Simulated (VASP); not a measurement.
Runs of VASP 6.6.1 on CdSe. The structure is that of space group Fm-3m (No. 225), or close to it. The cells are those of the table. 

```csv
cell,gap on the mesh (eV),pressure (GPa)
"a = 3.991 Å, angles 60.0°, 2 atoms",none,-2.3
"a = 4.135 Å, angles 60.0°, 2 atoms",none,(b)
"a = 4.028 Å, angles 60.0°, 2 atoms",none,(a)
"a = 4.170 Å, angles 60.0°, 2 atoms",none,-8.6
"a = 4.100 Å, angles 60.0°, 2 atoms",none,-6.7
"a = 3.953 Å, angles 60.0°, 2 atoms",none,-0.3
"a = 4.064 Å, angles 60.0°, 2 atoms",none,-5.5
```

Alike in all rows: task single point; level LDA; potentials or basis VASP PAW LDA potentials, release 64 (Cd, Se); no spin polarisation; k mesh 6 × 6 × 6; cutoff (eV) 500; smearing fermi-dirac 0.1 eV.

Problem. Estimate the missing entries.

Solution. (a) -4.0; (b) -7.7.

A k mesh can miss the band edges, and the runs leave out spin-orbit coupling on Cd, Se.

A gap of «none» marks levels without a gap at the run's occupations.
